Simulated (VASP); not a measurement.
Wanted: the native input for a VASP 6.6.1 run.

| Quantity | Value |
| --- | --- |
| Task | single point |
| Functional | r2SCAN |
| Potentials or basis | VASP PAW PBE potentials, release 64 (Ti_sv, O) |
| Cutoff | 520 eV |
| k mesh | 8 × 8 × 10 |
| Occupations | gaussian, width 0.05 eV |
| Spin | no spin polarisation |
| Dipole correction | no |
| Further INCAR settings | ALGO = Normal; EDIFF = 1e-06; NBANDS = 33 |

The system is TiO2.

```
Ti O
1.0
     4.59675    0.00000    0.00000
     0.00000    4.59675    0.00000
     0.00000    0.00000    2.95367
Ti O
2 4
Direct
  0.00000 0.00000 0.00000
  0.50000 0.50000 0.50000
  0.30461 0.30461 0.00000
  0.19539 0.80461 0.50000
  0.69539 0.69539 0.00000
  0.80461 0.19539 0.50000
```

One way to write it, as run:

POSCAR

```
TiO2
1.0
    4.5967496901      0.0000000000      0.0000000000
    0.0000000000      4.5967496901      0.0000000000
    0.0000000000      0.0000000000      2.9536714147
Ti O
2 4
Direct
    0.0000000000      0.0000000000      0.0000000000
    0.5000000000      0.5000000000      0.5000000000
    0.3046118010      0.3046118010      0.0000000000
    0.1953881990      0.8046118010      0.5000000000
    0.6953881990      0.6953881990      0.0000000000
    0.8046118010      0.1953881990      0.5000000000
```

INCAR.step1

```
SYSTEM = TiO2
PREC = Accurate
ENCUT = 520
ISMEAR = 0
SIGMA = 0.05
LREAL = .FALSE.
LASPH = .TRUE.
NELM = 80
NBANDS = 33
GGA = PE
ALGO = Normal
EDIFF = 1E-4
LWAVE = .TRUE.
LCHARG = .FALSE.
```

INCAR.step2

```
SYSTEM = TiO2
PREC = Accurate
ENCUT = 520
EDIFF = 1E-6
ISMEAR = 0
SIGMA = 0.05
LREAL = .FALSE.
LASPH = .TRUE.
NELM = 80
ALGO = Normal
ISIF = 2
LWAVE = .FALSE.
LCHARG = .FALSE.
METAGGA = R2SCAN
LMIXTAU = .TRUE.
NBANDS = 33
ISTART = 1
```

KPOINTS

```
Automatic mesh
0
G
  8 8 10
  0 0 0
```

Potentials or basis: VASP PAW PBE potentials, release 64 (Ti_sv, O).

Launch:

```console
$ cat potpaw_PBE.64/Ti_sv/POTCAR potpaw_PBE.64/O/POTCAR > POTCAR
$ cp INCAR.step1 INCAR
$ mpirun -np 1 vasp_std > vasp.out
$ cp INCAR.step2 INCAR
$ mpirun -np 1 vasp_std > vasp.out
```

It gave:

```
Pressure               : 1.3 GPa
Largest force          : 0.034 eV/Å
Band gap on the k mesh : 2.23 eV
```

Caveat: the PAW data sets were made with another functional, which shifts forces and pressure a little.

It took 8.4 min on 1 thread of Intel(R) Xeon(R) Platinum 8488C (Sapphire Rapids) (shared host), peak memory 0.27 GiB.
